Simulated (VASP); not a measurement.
# ZrB (I4/mmm) in VASP: single point with PBE

Aim: the single point of ZrB with PBE.

Everything below comes from runs of VASP 6.6.1. Logs are shortened: lines on timing, memory, paths and dates and some standing lists are left out, and cuts for length are marked.

### Step 1. The cell of the first run

Symmetry: I4/mmm, No. 139, tetragonal system. Conventional cell: a = 3.537 Å, b = 3.537 Å, c = 4.875 Å, α = 90.00°, β = 90.00°, γ = 90.00°. Within 3.2 Å of Zr (site symmetry 4/mmm) lie 6 B at 2.44 to 2.50 Å. Within 3.2 Å of B (site symmetry 4/mmm) lie 6 Zr at 2.44 to 2.50 Å.

### Step 2. Single point, PBE (biaxial strain in the a-b plane: +2.0 %, then relaxed in part)

The input, INCAR:

```
SYSTEM = ZrB
ALGO = Normal
EDIFF = 1E-7
ENCUT = 520
GGA = PE
ISIF = 2
ISMEAR = 0
LASPH = .True.
LCHARG = .False.
LREAL = .False.
LWAVE = .False.
NBANDS = 23
NELM = 100
PREC = Accurate
SIGMA = 0.1
```

The input, KPOINTS:

```
k-points
0
Gamma
  12 12 10
  0 0 0
```

The input, POSCAR:

```
ZrB
1.0
    2.5010915356      2.5010915356      0.0000000000
   -2.5010915356      2.5010915356      0.0000000000
    0.0000000000      0.0000000000      4.8750967030
Zr B
2 2
Direct
    0.0000000000      0.0000000000      0.0000000000
    0.5000000000      0.5000000000      0.5000000000
    0.5000000000      0.5000000000      0.0000000000
    0.0000000000      0.0000000000      0.5000000000
```

Potentials or basis: VASP PAW PBE potentials, release 64 (Zr_sv, B).

Started as:

```
cat potpaw_PBE.64/Zr_sv/POTCAR potpaw_PBE.64/B/POTCAR > POTCAR
mpirun -np 1 vasp_std > vasp.out
```

OUTCAR:

```text
SYSTEM = ZrB
   EDIFF = 1E-7
   ENCUT = 520
   GGA = PE
   ISIF = 2
   ISMEAR = 0
   LASPH = .True.
   LREAL = .False.
   NELM = 100
   PREC = Accurate

 ion  position               nearest neighbor table
   1  0.000  0.000  0.000-   4 2.44   4 2.44   3 2.50   3 2.50   3 2.50   3 2.50   2 3.49   2 3.49
                             2 3.49   2 3.49   2 3.49   2 3.49   2 3.49   2 3.49
   2  0.500  0.500  0.500-   3 2.44   3 2.44   4 2.50   4 2.50   4 2.50   4 2.50   1 3.49   1 3.49
                             1 3.49   1 3.49   1 3.49   1 3.49   1 3.49   1 3.49
   3  0.500  0.500  0.000-   2 2.44   2 2.44   1 2.50   1 2.50   1 2.50   1 2.50
   4  0.000  0.000  0.500-   1 2.44   1 2.44   2 2.50   2 2.50   2 2.50   2 2.50

  LATTYP: Found a simple tetragonal cell.
 ALAT       =     3.5370775704
 C/A-ratio  =     1.3782837967

  Lattice vectors:

 A1 = (   2.5010915356,   2.5010915356,   0.0000000000)
 A2 = (  -2.5010915356,   2.5010915356,   0.0000000000)
 A3 = (   0.0000000000,   0.0000000000,   4.8750967030)

Analysis of symmetry for initial positions (statically):
=====================================================================
 Subroutine PRICEL returns following result:

  LATTYP: Found a body centered tetragonal cell.
 ALAT       =     3.5370775704
 C/A-ratio  =     1.3782837967

  Lattice vectors:

 A1 = (   0.0000000000,  -2.5010915356,  -2.4375483515)
 A2 = (   0.0000000000,   2.5010915356,  -2.4375483515)
 A3 = (   2.5010915356,   0.0000000000,   2.4375483515)

   2 primitive cells build up your supercell.

 Routine SETGRP: Setting up the symmetry group for a
 simple tetragonal supercell.

 Subroutine GETGRP returns: Found 16 space group operations
 (whereof 16 operations were pure point group operations)
 out of a pool of 16 trial point group operations.

The static configuration has the point symmetry D_4h.

Analysis of symmetry for dynamics (positions and initial velocities):
=====================================================================
 Subroutine PRICEL returns following result:

  LATTYP: Found a body centered tetragonal cell.
 ALAT       =     3.5370775704
 C/A-ratio  =     1.3782837967

  Lattice vectors:

 A1 = (   0.0000000000,  -2.5010915356,  -2.4375483515)
 A2 = (   0.0000000000,   2.5010915356,  -2.4375483515)
 A3 = (   2.5010915356,   0.0000000000,   2.4375483515)

   2 primitive cells build up your supercell.

 Routine SETGRP: Setting up the symmetry group for a
 simple tetragonal supercell.

 Subroutine GETGRP returns: Found 16 space group operations
 (whereof 16 operations were pure point group operations)
 out of a pool of 16 trial point group operations.

The dynamic configuration has the point symmetry D_4h.

 Subroutine INISYM returns: Found 16 space group operations
 (whereof 16 operations are pure point group operations),
 and found     2 'primitive' translations

----------------------------------------------------------------------------------------

                                     Primitive cell

  volume of cell :      30.4960

  direct lattice vectors                    reciprocal lattice vectors
     0.000000000 -2.501091536 -2.437548351     0.199912715 -0.199912715 -0.205124136
     0.000000000  2.501091536 -2.437548352     0.199912715  0.199912715 -0.205124136
     2.501091536  0.000000000  2.437548352     0.399825431  0.000000000  0.000000000

  length of vectors
     3.492434800  3.492434800  3.492434800     0.349293714  0.349293714  0.399825431

  position of ions in fractional coordinates (direct lattice)
     0.000000000  0.000000000  0.000000000
     0.500000000  0.500000000  0.000000000

  ion indices of the primitive-cell ions
   primitive index   ion index
                 1           1
                 2           4

----------------------------------------------------------------------------------------

 KPOINTS: k-points

Automatic generation of k-mesh.
 Grid dimensions read from file:
 generate k-points for:   12   12   10

 Generating k-lattice:

  Cartesian coordinates                     Fractional coordinates (reciprocal lattice)
     0.016659393  0.016659393  0.000000000     0.083333333  0.000000000  0.000000000
    -0.016659393  0.016659393  0.000000000     0.000000000  0.083333333  0.000000000
     0.000000000  0.000000000  0.020512414     0.000000000  0.000000000  0.100000000

  Length of vectors
     0.023559939  0.023559939  0.020512414

  Shift w.r.t. Gamma in fractional coordinates (k-lattice)
     0.000000000  0.000000000  0.000000000

 Subroutine IBZKPT returns following result:
 ===========================================

 Found    168 irreducible k-points:

 Following reciprocal coordinates:
            Coordinates               Weight
  0.000000  0.000000  0.000000      1.000000
  0.083333  0.000000  0.000000      4.000000
  0.166667  0.000000  0.000000      4.000000
  0.250000  0.000000  0.000000      4.000000
  0.333333  0.000000  0.000000      4.000000
  0.416667  0.000000  0.000000      4.000000
[... 16 lines left out ...]
  0.333333  0.333333  0.000000      4.000000
  0.416667  0.333333  0.000000      8.000000
 [... further k-points ...]
   k-points           NKPTS =    168   k-points in BZ     NKDIM =    168   number of bands    NBANDS=     23
   number of dos      NEDOS =    301   number of ions     NIONS =      4
   total plane-waves  NPLWV =  28224
   dimension x,y,z NGX =    28 NGY =   28 NGZ =   36
   dimension x,y,z NGXF=    56 NGYF=   56 NGZF=   72
   ions per type =               2   2
   NGX,Y,Z   is equivalent  to a cutoff of  13.16, 13.16, 12.28 a.u.
   NGXF,Y,Z  is equivalent  to a cutoff of  26.32, 26.32, 24.55 a.u.
 SYSTEM =  ZrB
   PREC   = accura    normal or accurate (medium, high low for compatibility)
   ISTART =      0    job   : 0-new  1-cont  2-samecut
   ICHARG =      2    charge: 1-file 2-atom 10-const
   ISPIN  =      1    spin polarized calculation?
   LNONCOLLINEAR =      F non collinear calculations
   LSORBIT =      F    spin-orbit coupling
   LASPH  =      T    aspherical Exc in radial PAW
   ENCUT  =  520.0 eV  38.22 Ry    6.18 a.u.   6.58  6.58  9.06*2*pi/ulx,y,z
   NELM   =    100;   NELMIN=  2; NELMDL= -5     # of ELM steps
   EDIFF  = 0.1E-06   stopping-criterion for ELM
   LREAL  =      F    real-space projection
   EDIFFG = 0.1E-05   stopping-criterion for IOM
   NSW    =      0    number of steps for IOM
   IBRION =     -1    ionic relax: 0-MD 1-quasi-New 2-CG
   NFREE  =      0    steps in history (QN), initial steepest desc. (CG)
   ISIF   =      2    stress and relaxation
   ISYM   =      2    0-nonsym 1-usesym 2-fastsym
   POTIM  = 0.5000    time-step for ionic-motion
   TEBEG  =    0.0;   TEEND  =   0.0 temperature during run
   PSTRESS=    0.0 pullay stress
   NELECT =      30.0000    total number of electrons
   NUPDOWN=      -1.0000    fix difference up-down
   EMIN   =  10.00;   EMAX   =-10.00  energy-range for DOS
   EFERMI =   0.00;   METHOD = LEGACY
   ISMEAR =     0;   SIGMA  =   0.10  broadening in eV -4-tet -1-fermi 0-gaus
   EFERMI_NEDOS =   21; number of points for ismear=-14 and -15
   IALGO  =     38    algorithm
   IMIX   =      4    mixing-type and parameters
     AMIX     =   0.40;   BMIX     =  1.00
     AMIX_MAG =   1.60;   BMIX_MAG =  1.00
  volume/ion in A,a.u.               =      15.25       102.90
  Fermi-wavevector in a.u.,A,eV,Ry     =   1.292283  2.442062 22.721682  1.669997
  Thomas-Fermi vector in A             =   2.424001
   LORBIT       =      0    0 simple, 1 ext, 2 COOP (PROOUT), +10 PAW based schemes
   GGA     = PE    functional components
   LHFCALC =     F    Hartree Fock is set to
   AEXX    =    0.0000 exact exchange contribution
   IVDW    =     0    specifies the selected vdW correction
   LEPSILON=     F    determine dielectric tensor
   LRPA    =     F    only Hartree local field effects (RPA)
 non-spin polarized calculation
 Gauss-broadening in eV      SIGMA  =   0.10
  energy-cutoff  :      520.00
  volume of cell :       60.99
 maximum number of plane-waves:      1668
 NGX is ok and might be reduce to    28
   NGX = 13   NGY = 13   NGZ = 19

 number of electron      29.9999998 magnetization

 Free energy of the ion-electron system (eV)
  ---------------------------------------------------
  ext. energy  EPLUGINS =         0.00000000
  ---------------------------------------------------
  free energy    TOTEN  =       -31.96103834 eV

  energy without entropy =      -31.94784853  energy(sigma->0) =      -31.95444343

 E-fermi :   7.1257     XC(G=0): -11.3214

 val. band max:        7.1246840034   @ k =   0.4167   0.4167   0.3000
 cond. band min:       7.1283537917   @ k =   0.1667   0.0833   0.5000
 fundamental gap:      0.0036697883
 Fermi energy:         7.1256744035

 k-point     1 :       0.0000    0.0000    0.0000
  band No.  band energies     occupation
      1     -40.4945      2.00000
      2     -40.4251      2.00000
      3     -18.7539      2.00000
      4     -18.5158      2.00000
      5     -18.5158      2.00000
      6     -18.3348      2.00000
[... 15 lines left out ...]
     22      10.5705      0.00000
     23      11.5287      0.00000

 k-point     2 :       0.0833    0.0000    0.0000
  band No.  band energies     occupation
      1     -40.4924      2.00000
      2     -40.4253      2.00000
      3     -18.7453      2.00000
      4     -18.5285      2.00000
      5     -18.5108      2.00000
      6     -18.3541      2.00000
[... 15 lines left out ...]
     22      11.5404      0.00000
     23      12.0400      0.00000

 k-point     3 :       0.1667    0.0000    0.0000
  band No.  band energies     occupation
      1     -40.4863      2.00000
      2     -40.4261      2.00000
      3     -18.7203      2.00000
      4     -18.5622      2.00000
      5     -18.4966      2.00000
      6     -18.4070      2.00000
[... 15 lines left out ...]
     22      12.3219      0.00000
     23      12.8421      0.00000
[... 495 lines left out ...]
 k-point    23 :       0.3333    0.3333    0.0000
  band No.  band energies     occupation
      1     -40.4466      2.00000
      2     -40.4292      2.00000
      3     -18.7002      2.00000
      4     -18.6598      2.00000
      5     -18.5612      2.00000
      6     -18.4937      2.00000
[... 15 lines left out ...]
     22      12.8927      0.00000
     23      12.9429      0.00000

 k-point    24 :       0.4167    0.3333    0.0000
  band No.  band energies     occupation
      1     -40.4397      2.00000
      2     -40.4307      2.00000
      3     -18.7217      2.00000
      4     -18.7010      2.00000
      5     -18.5309      2.00000
      6     -18.4852      2.00000
[... 15 lines left out ...]
     22      12.8468      0.00000
     23      12.9307      0.00000

 [... further k-points ...]
[... 5 lines left out ...]
  --------------------------------------------------------------------------------------
  -------------------------------------------------------------------------------------
  Total       -2.7300143     -2.7300143      0.0316791      0.0000000      0.0000000      0.0000000
  in kB      -71.7138598    -71.7138598      0.8321686      0.0000000      0.0000000      0.0000000
  external PRESSURE =     -47.5318503 kB  Pullay stress =       0.0000000 kB

 VOLUME and BASIS-vectors are now :
 -----------------------------------------------------------------------------
  energy-cutoff  :      520.00
  volume of cell :       60.99
      direct lattice vectors                 reciprocal lattice vectors
     2.501091536  2.501091536  0.000000000     0.199912715  0.199912715  0.000000000
    -2.501091536  2.501091536  0.000000000    -0.199912715  0.199912715  0.000000000
     0.000000000  0.000000000  4.875096703     0.000000000  0.000000000  0.205124136

 POSITION                                       TOTAL-FORCE (eV/Angst)
 -----------------------------------------------------------------------------------
      0.00000      0.00000      0.00000        -0.000000     -0.000000     -0.000000
      0.00000      2.50109      2.43755        -0.000000     -0.000000      0.000000
      0.00000      2.50109      0.00000         0.000000      0.000000     -0.000000
      0.00000      0.00000      2.43755         0.000000      0.000000     -0.000000
 -----------------------------------------------------------------------------------
    total drift:                               -0.000000      0.000000      0.000000

  FREE ENERGIE OF THE ION-ELECTRON SYSTEM (eV)
  ---------------------------------------------------
  free  energy   TOTEN  =       -31.9610383413 eV

  energy  without entropy=      -31.9478485261  energy(sigma->0) =      -31.95444343
```

Wall time 85 s (1 thread of Intel Xeon 6975P-C (Granite Rapids), shared host); peak memory 0.32 GiB.

Results:

```yaml
Free_energy: -31.9610 eV
Pressure: -4.8 GPa
Band_gap_on_the_k_mesh: zero (band 15 reaches 9.12 eV, above the bottom of band 16 at 6.06 eV)
```

Levels at points of the mesh, in eV from the Fermi level:
| k point | band 13 | band 14 | band 15 | band 16 | band 17 | band 18 | band 19 | band 20 |
| --- | --- | --- | --- | --- | --- | --- | --- | --- |
| (0.00, 0.00, 0.00) | 1.65 | 1.65 | 1.86 | 1.86 | 1.87 | 2.92 | 3.13 | 3.33 |
| (0.50, 0.00, 0.00) | -0.74 | -0.74 | -0.69 | -0.69 | 3.39 | 3.39 | 4.87 | 4.87 |
| (0.50, 0.50, 0.00) | -0.68 | -0.68 | 2.00 | 2.00 | 2.07 | 2.07 | 4.36 | 4.36 |
| (0.00, 0.00, 0.50) | 0.34 | 0.34 | 1.11 | 1.11 | 1.11 | 1.11 | 3.59 | 3.59 |
| (0.50, 0.00, 0.50) | -1.13 | -1.13 | -1.07 | -1.07 | 4.56 | 4.56 | 4.72 | 4.72 |
| (0.50, 0.50, 0.50) | -1.15 | -1.15 | -0.95 | -0.95 | 4.53 | 4.53 | 4.53 | 4.53 |

Caveat: the cell differs from its parent crystal (biaxial strain in the a-b plane: +2.0 %, then relaxed in part).
